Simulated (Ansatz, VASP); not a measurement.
Hf12H in VASP and in Ansatz

```
CELL_PARAMETERS angstrom
6.40000 0.00000 0.00000
-4.80000 8.31384 0.00000
0.00000 0.00000 5.06240
ATOMIC_POSITIONS crystal
Hf 0.00038 0.00269 0.00579
Hf 0.16532 0.22139 0.50108
Hf 0.99688 0.33069 0.00644
Hf 0.16309 0.54896 0.50732
Hf 0.99157 0.66285 0.99793
Hf 0.15965 0.89361 0.50920
Hf 0.50202 0.00540 0.99345
Hf 0.66882 0.22443 0.49530
Hf 0.50101 0.33379 0.00189
Hf 0.66602 0.55328 0.49526
Hf 0.50641 0.66211 0.99135
Hf 0.67584 0.89334 0.50228
H 0.33041 0.77656 0.75700
```

Alike in both runs: functional LDA; k mesh 3 × 2 × 3; occupations fermi-dirac, width 0.05 eV; no spin polarisation.

Ansatz relaxed the structure, and its values are those at the end. VASP's run is a single point on that final structure, the one shown.

```csv
,VASP,Ansatz
version,VASP 6.6.1,Ansatz 0.2.0
potentials or method,"VASP PAW LDA potentials, release 64 (Hf_pv, H), cutoff 520 eV","scalar-relativistic, plane waves, PAW"
valence electrons in the cell,121,313
```

```tsv
	VASP	Ansatz	Ansatz less VASP
rms of the force components (eV/Å)	0.015	0.014	-0.0005
```

LDA's correlation is that of Perdew and Zunger in VASP and of Perdew and Wang (1992) in Ansatz. VASP's potentials hold 121 valence electrons a cell and Ansatz's 313, so a difference there can come from the potentials and not from the codes.

The k mesh is coarse, so the values compare programs but aren't converged. Neither program's run includes spin-orbit coupling.
